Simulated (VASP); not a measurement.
# Rh (Fm-3m) in VASP: further runs, part 2 of 2

VASP 6.6.1. The steps go on from the part before.

**3. Single point, PBEsol**

File INCAR:

```
SYSTEM = Rh
PREC = Accurate
ENCUT = 500
EDIFF = 1E-6
ISMEAR = 1
SIGMA = 0.3
LREAL = .False.
LASPH = .True.
NELM = 120
ALGO = Normal
ISIF = 2
LWAVE = .False.
LCHARG = .True.
GGA = PS
LELF = .True.
LVHAR = .True.
NBANDS = 14
GGA_COMPAT = .False.
```

File KPOINTS:

```
regular mesh
0
Gamma
  12 12 12
  0 0 0
```

File POSCAR:

```
Rh
1.0
    0.0000000000      1.8978500000      1.8978500000
    1.8978500000      0.0000000000      1.8978500000
    1.8978500000      1.8978500000      0.0000000000
Rh
1
Direct
    0.0000000000      0.0000000000      0.0000000000
```

Potentials or basis: VASP PAW PBE potentials, release 64 (Rh_pv).

Run with:

```bash
$ cat potpaw_PBE.64/Rh_pv/POTCAR > POTCAR
$ mpirun -np 1 vasp_std > vasp.out
```

OUTCAR:

```text
SYSTEM = Rh
   PREC = Accurate
   ENCUT = 500
   EDIFF = 1E-6
   ISMEAR = 1
   LREAL = .False.
   LASPH = .True.
   NELM = 120
   ISIF = 2
   GGA = PS

 ion  position               nearest neighbor table
   1  0.000  0.000  0.000-

  LATTYP: Found a face centered cubic cell.
 ALAT       =     3.7957000000

  Lattice vectors:

 A1 = (   0.0000000000,   1.8978500000,   1.8978500000)
 A2 = (   1.8978500000,   0.0000000000,   1.8978500000)
 A3 = (   1.8978500000,   1.8978500000,   0.0000000000)

Analysis of symmetry for initial positions (statically):
=====================================================================
 Subroutine PRICEL returns:
 Original cell was already a primitive cell.

 Routine SETGRP: Setting up the symmetry group for a
 face centered cubic supercell.

 Subroutine GETGRP returns: Found 48 space group operations
 (whereof 48 operations were pure point group operations)
 out of a pool of 48 trial point group operations.

The static configuration has the point symmetry O_h .

Analysis of symmetry for dynamics (positions and initial velocities):
=====================================================================
 Subroutine PRICEL returns:
 Original cell was already a primitive cell.

 Routine SETGRP: Setting up the symmetry group for a
 face centered cubic supercell.

 Subroutine GETGRP returns: Found 48 space group operations
 (whereof 48 operations were pure point group operations)
 out of a pool of 48 trial point group operations.

The dynamic configuration has the point symmetry O_h .

 Subroutine INISYM returns: Found 48 space group operations
 (whereof 48 operations are pure point group operations),
 and found     1 'primitive' translations

----------------------------------------------------------------------------------------

                                     Primitive cell

  volume of cell :      13.6715

  direct lattice vectors                    reciprocal lattice vectors
     0.000000000  1.897850000  1.897850000    -0.263456016  0.263456016  0.263456016
     1.897850000  0.000000000  1.897850000     0.263456016 -0.263456016  0.263456016
     1.897850000  1.897850000  0.000000000     0.263456016  0.263456016 -0.263456016

  length of vectors
     2.683965209  2.683965209  2.683965209     0.456319205  0.456319205  0.456319205

  position of ions in fractional coordinates (direct lattice)
     0.000000000  0.000000000  0.000000000

  ion indices of the primitive-cell ions
   primitive index   ion index
                 1           1

----------------------------------------------------------------------------------------

 KPOINTS: regular mesh

Automatic generation of k-mesh.
 Grid dimensions read from file:
 generate k-points for:   12   12   12

 Generating k-lattice:

  Cartesian coordinates                     Fractional coordinates (reciprocal lattice)
    -0.021954668  0.021954668  0.021954668     0.083333333  0.000000000  0.000000000
     0.021954668 -0.021954668  0.021954668     0.000000000  0.083333333  0.000000000
     0.021954668  0.021954668 -0.021954668     0.000000000  0.000000000  0.083333333

  Length of vectors
     0.038026600  0.038026600  0.038026600

  Shift w.r.t. Gamma in fractional coordinates (k-lattice)
     0.000000000  0.000000000  0.000000000

 Subroutine IBZKPT returns following result:
 ===========================================

 Found     72 irreducible k-points:

 Following reciprocal coordinates:
            Coordinates               Weight
  0.000000  0.000000  0.000000      1.000000
  0.083333  0.000000  0.000000      8.000000
  0.166667  0.000000  0.000000      8.000000
  0.250000  0.000000  0.000000      8.000000
  0.333333  0.000000  0.000000      8.000000
  0.416667  0.000000  0.000000      8.000000
[... 16 lines left out ...]
  0.500000  0.166667  0.000000     24.000000
 -0.416667  0.166667  0.000000     24.000000
 [... further k-points ...]
   k-points           NKPTS =     72   k-points in BZ     NKDIM =     72   number of bands    NBANDS=     14
   number of dos      NEDOS =    301   number of ions     NIONS =      1
   total plane-waves  NPLWV =   8000
   dimension x,y,z NGX =    20 NGY =   20 NGZ =   20
   dimension x,y,z NGXF=    40 NGYF=   40 NGZF=   40
   ions per type =               1
   NGX,Y,Z   is equivalent  to a cutoff of  12.39, 12.39, 12.39 a.u.
   NGXF,Y,Z  is equivalent  to a cutoff of  24.78, 24.78, 24.78 a.u.
 SYSTEM =  Rh
   PREC   = accura    normal or accurate (medium, high low for compatibility)
   ISTART =      0    job   : 0-new  1-cont  2-samecut
   ICHARG =      2    charge: 1-file 2-atom 10-const
   ISPIN  =      1    spin polarized calculation?
   LNONCOLLINEAR =      F non collinear calculations
   LSORBIT =      F    spin-orbit coupling
   LASPH  =      T    aspherical Exc in radial PAW
   ENCUT  =  500.0 eV  36.75 Ry    6.06 a.u.   4.89  4.89  4.89*2*pi/ulx,y,z
   NELM   =    120;   NELMIN=  2; NELMDL= -5     # of ELM steps
   EDIFF  = 0.1E-05   stopping-criterion for ELM
   LREAL  =      F    real-space projection
   EDIFFG = 0.1E-04   stopping-criterion for IOM
   NSW    =      0    number of steps for IOM
   IBRION =     -1    ionic relax: 0-MD 1-quasi-New 2-CG
   NFREE  =      0    steps in history (QN), initial steepest desc. (CG)
   ISIF   =      2    stress and relaxation
   ISYM   =      2    0-nonsym 1-usesym 2-fastsym
   POTIM  = 0.5000    time-step for ionic-motion
   TEBEG  =    0.0;   TEEND  =   0.0 temperature during run
   PSTRESS=    0.0 pullay stress
   NELECT =      15.0000    total number of electrons
   NUPDOWN=      -1.0000    fix difference up-down
   EMIN   =  10.00;   EMAX   =-10.00  energy-range for DOS
   EFERMI =   0.00;   METHOD = LEGACY
   ISMEAR =     1;   SIGMA  =   0.30  broadening in eV -4-tet -1-fermi 0-gaus
   EFERMI_NEDOS =   21; number of points for ismear=-14 and -15
   IALGO  =     38    algorithm
   IMIX   =      4    mixing-type and parameters
     AMIX     =   0.40;   BMIX     =  1.00
     AMIX_MAG =   1.60;   BMIX_MAG =  1.00
  volume/ion in A,a.u.               =      13.67        92.26
  Fermi-wavevector in a.u.,A,eV,Ry     =   1.688496  3.190795 38.790465  2.851019
  Thomas-Fermi vector in A             =   2.770792
   LORBIT       =      0    0 simple, 1 ext, 2 COOP (PROOUT), +10 PAW based schemes
   GGA     = PS    functional components
   LHFCALC =     F    Hartree Fock is set to
   AEXX    =    0.0000 exact exchange contribution
   IVDW    =     0    specifies the selected vdW correction
   LEPSILON=     F    determine dielectric tensor
   LRPA    =     F    only Hartree local field effects (RPA)
 non-spin polarized calculation
 Methfessel and Paxton  Order N= 1 SIGMA  =   0.30
  energy-cutoff  :      500.00
  volume of cell :       13.67
 maximum number of plane-waves:       360
   NGX =  9   NGY =  9   NGZ =  9

 number of electron      15.0000007 magnetization

 Free energy of the ion-electron system (eV)
  ---------------------------------------------------
  ext. energy  EPLUGINS =         0.00000000
  ---------------------------------------------------
  free energy    TOTEN  =        -8.13612204 eV

  energy without entropy =       -8.14617224  energy(sigma->0) =       -8.13947211

 E-fermi :  11.8455     XC(G=0): -14.2573

 val. band max:       11.7805599632   @ k =  -0.3333   0.3333   0.0000
 cond. band min:      11.9050569754   @ k =   0.3333   0.1667   0.0000
 fundamental gap:      0.1244970123
 Fermi energy:        11.8455436810

 k-point     1 :       0.0000    0.0000    0.0000
  band No.  band energies     occupation
      1     -34.5077      2.00000
      2     -34.5077      2.00000
      3     -34.5077      2.00000
      4       3.7626      2.00000
      5       8.7231      2.00000
      6       8.7231      2.00000
      7       8.7231      2.00000
      8      10.8515      2.00003
      9      10.8515      2.00003
     10      27.7906      0.00000
     11      32.1661      0.00000
     12      33.2717      0.00000
     13      33.2717      0.00000
     14      33.2717      0.00000
[... 375 lines left out ...]
 k-point    24 :      -0.4167    0.1667    0.0000
  band No.  band energies     occupation
      1     -35.1887      2.00000
      2     -34.7479      2.00000
      3     -34.6392      2.00000
      4       6.3793      2.00000
      5       8.0558      2.00000
      6       9.3319      2.00000
      7       9.7422      2.00000
      8      12.1095     -0.01556
      9      15.9562     -0.00000
     10      20.5865      0.00000
     11      27.8714      0.00000
     12      30.7260      0.00000
     13      32.1736      0.00000
     14      32.4097      0.00000

 [... further k-points ...]

------------------------ aborting loop because EDIFF is reached ----------------------------------------

  FORCE on cell =-STRESS in cart. coord.  units (eV):
  Direction    XX          YY          ZZ          XY          YZ          ZX
  --------------------------------------------------------------------------------------
  -------------------------------------------------------------------------------------
  Total       -0.3387281     -0.3387281     -0.3387281      0.0000000     -0.0000000      0.0000000
  in kB      -39.6959408    -39.6959408    -39.6959408      0.0000000     -0.0000000      0.0000000
  external PRESSURE =     -39.6959408 kB  Pullay stress =       0.0000000 kB

 VOLUME and BASIS-vectors are now :
 -----------------------------------------------------------------------------
  energy-cutoff  :      500.00
  volume of cell :       13.67
      direct lattice vectors                 reciprocal lattice vectors
     0.000000000  1.897850000  1.897850000    -0.263456016  0.263456016  0.263456016
     1.897850000  0.000000000  1.897850000     0.263456016 -0.263456016  0.263456016
     1.897850000  1.897850000  0.000000000     0.263456016  0.263456016 -0.263456016

 POSITION                                       TOTAL-FORCE (eV/Angst)
 -----------------------------------------------------------------------------------
      0.00000      0.00000      0.00000         0.000000      0.000000      0.000000
 -----------------------------------------------------------------------------------
    total drift:                                0.000000     -0.000000      0.000000

  FREE ENERGIE OF THE ION-ELECTRON SYSTEM (eV)
  ---------------------------------------------------
  free  energy   TOTEN  =        -8.1361220416 eV

  energy  without entropy=       -8.1461722435  energy(sigma->0) =       -8.13947211
```

stdout:

```text
POSCAR found type information on POSCAR Rh
 POSCAR found :  1 types and       1 ions
 scaLAPACK will be used
 -----------------------------------------------------------------------------
|                                                                             |
|                                                                             |
|     You enforced a specific xc type in the INCAR file but a different       |
|     I HOPE YOU KNOW WHAT YOU ARE DOING!                                     |
|                                                                             |
 -----------------------------------------------------------------------------

 LDA part: xc-table for (Slater+PW92), standard interpolation
 POSCAR, INCAR and KPOINTS ok, starting setup
 FFT: planning ... GRIDC
 FFT: planning ... GRID_SOFT
 FFT: planning ... GRID
 WAVECAR not read
 entering main loop
```

It took 7.8 s on 1 thread of Intel Xeon Platinum 8488C (Sapphire Rapids), shared host; peak memory 0.13 GiB.

What came out:

| Item | Value |
| --- | --- |
| Free energy | -8.1361 eV |
| Pressure | -4.0 GPa |
| Band gap on the k mesh | zero (an odd number of electrons rules out a gap without spin polarisation) |

Caveat: the cell stands under tension; so wide a smearing shifts energies and pressures; the PAW data sets were made with another functional, which shifts forces and pressure a little.

**4. Single point, PBEsol**

File INCAR:

```
PREC = Accurate
ENCUT = 500
EDIFF = 1E-6
ISMEAR = 1
SIGMA = 0.2
LREAL = False
LASPH = True
NELM = 120
ALGO = Normal
ISIF = 2
LWAVE = False
LCHARG = False
GGA = PS
NBANDS = 14
GGA_COMPAT = False
```

File KPOINTS:

```
Automatic mesh
0
Gamma
  12 12 12
```

POSCAR is that of step 3.

Potentials or basis: VASP PAW PBE potentials, release 64 (Rh_pv).

Run with:

```bash
$ cat potpaw_PBE.64/Rh_pv/POTCAR > POTCAR
$ mpirun -np 1 vasp_std > vasp.out
```

OUTCAR:

```text
PREC = Accurate
   ENCUT = 500
   EDIFF = 1E-6
   ISMEAR = 1
   LREAL = False
   LASPH = True
   NELM = 120
   ISIF = 2
   GGA = PS

 ion  position               nearest neighbor table
   1  0.000  0.000  0.000-

  LATTYP: Found a face centered cubic cell.
 ALAT       =     3.7957000000

  Lattice vectors:

 A1 = (   0.0000000000,   1.8978500000,   1.8978500000)
 A2 = (   1.8978500000,   0.0000000000,   1.8978500000)
 A3 = (   1.8978500000,   1.8978500000,   0.0000000000)

[... 585 lines left out ...]
     14      32.4095      0.00000

 [... further k-points ...]

------------------------ aborting loop because EDIFF is reached ----------------------------------------

  FORCE on cell =-STRESS in cart. coord.  units (eV):
  Direction    XX          YY          ZZ          XY          YZ          ZX
  --------------------------------------------------------------------------------------
  -------------------------------------------------------------------------------------
  Total       -0.3335201     -0.3335201     -0.3335201     -0.0000000      0.0000000      0.0000000
  in kB      -39.0856159    -39.0856159    -39.0856159     -0.0000000      0.0000000      0.0000000
  external PRESSURE =     -39.0856159 kB  Pullay stress =       0.0000000 kB

 VOLUME and BASIS-vectors are now :
 -----------------------------------------------------------------------------
  energy-cutoff  :      500.00
  volume of cell :       13.67
      direct lattice vectors                 reciprocal lattice vectors
     0.000000000  1.897850000  1.897850000    -0.263456016  0.263456016  0.263456016
     1.897850000  0.000000000  1.897850000     0.263456016 -0.263456016  0.263456016
     1.897850000  1.897850000  0.000000000     0.263456016  0.263456016 -0.263456016

 POSITION                                       TOTAL-FORCE (eV/Angst)
 -----------------------------------------------------------------------------------
      0.00000      0.00000      0.00000         0.000000     -0.000000      0.000000
 -----------------------------------------------------------------------------------
    total drift:                                0.000000      0.000000      0.000000

  FREE ENERGIE OF THE ION-ELECTRON SYSTEM (eV)
  ---------------------------------------------------
  free  energy   TOTEN  =        -8.1389130400 eV

  energy  without entropy=       -8.1428301762  energy(sigma->0) =       -8.14021875
```

stdout:

```text
POSCAR found type information on POSCAR Rh
 POSCAR found :  1 types and       1 ions
 scaLAPACK will be used
 -----------------------------------------------------------------------------
|                                                                             |
|                                                                             |
|     You enforced a specific xc type in the INCAR file but a different       |
|     I HOPE YOU KNOW WHAT YOU ARE DOING!                                     |
|                                                                             |
 -----------------------------------------------------------------------------

 LDA part: xc-table for (Slater+PW92), standard interpolation
 POSCAR, INCAR and KPOINTS ok, starting setup
 FFT: planning ... GRIDC
 FFT: planning ... GRID_SOFT
 FFT: planning ... GRID
 WAVECAR not read
 entering main loop
```

Wall time 6.8 s (1 thread of Intel Xeon Platinum 8488C (Sapphire Rapids), shared host); peak memory 0.13 GiB.

What came out:

```yaml
Free_energy: -8.1389 eV
Pressure: -3.9 GPa
Band_gap_on_the_k_mesh: zero (an odd number of electrons rules out a gap without spin polarisation)
```

Levels at points of the mesh, in eV from the Fermi level:
| k point | band 3 | band 4 | band 5 | band 6 | band 7 | band 8 | band 9 | band 10 | band 11 | band 12 |
| --- | --- | --- | --- | --- | --- | --- | --- | --- | --- | --- |
| (0.00, 0.00, 0.00) | -46.38 | -8.11 | -3.15 | -3.15 | -3.15 | -1.02 | -1.02 | 15.92 | 20.29 | 21.40 |
| (0.50, 0.00, 0.00) | -46.49 | -6.23 | -3.22 | -3.22 | 0.55 | 0.55 | 0.63 | 8.62 | 15.42 | 20.29 |
| (0.50, 0.50, 0.00) | -46.66 | -6.42 | -6.05 | 0.53 | 0.97 | 0.97 | 3.17 | 12.27 | 13.25 | 13.25 |

Caveat: the cell stands under tension; the PAW data sets were made with another functional, which shifts forces and pressure a little.

**5. Single point, PBEsol**

INCAR, as its differences from that of step 4:

```diff
@@ -4,3 +4,3 @@
 ISMEAR = 1
-SIGMA = 0.2
+SIGMA = 0.1
 LREAL = False
```

KPOINTS is that of step 4.

POSCAR is that of step 4.

Run with:

```bash
$ cat potpaw_PBE.64/Rh_pv/POTCAR > POTCAR
$ mpirun -np 1 vasp_std > vasp.out
```

Wall time 6.7 s (1 thread of Intel Xeon Platinum 8488C (Sapphire Rapids), shared host); peak memory 0.13 GiB.

It converged, with:

| Property | Result |
| --- | --- |
| Free energy | -8.1401 eV |
| Pressure | -3.8 GPa |
| Band gap on the k mesh | zero (an odd number of electrons rules out a gap without spin polarisation) |

Levels at points of the mesh, in eV from the Fermi level:
```csv
k point,band 5,band 6,band 7,band 8,band 9,band 10
"(0.00, 0.00, 0.00)",-3.17,-3.17,-3.17,-1.04,-1.04,15.90
"(0.50, 0.00, 0.00)",-3.24,-3.24,0.53,0.53,0.61,8.60
"(0.50, 0.50, 0.00)",-6.07,0.51,0.95,0.95,3.15,12.25
```

Caveat: the cell stands under tension; the PAW data sets were made with another functional, which shifts forces and pressure a little.

**6. The runs side by side**

```csv
smearing,gap on the mesh (eV),pressure (GPa)
methfessel-paxton 0.5 eV,none,-3.7
methfessel-paxton 0.3 eV,none,-4.0
methfessel-paxton 0.2 eV,none,-3.9
methfessel-paxton 0.1 eV,none,-3.8
```

Alike in all rows: task single point; level PBEsol; potentials or basis VASP PAW PBE potentials, release 64 (Rh_pv); no spin polarisation; cell as given; k mesh 12 × 12 × 12; cutoff (eV) 500.

Caveats: the cell stands under tension; the PAW data sets were made with another functional, which shifts forces and pressure a little; so wide a smearing shifts energies and pressures (at least some runs).

Absolute energies hang on the potentials; compare differences alone.
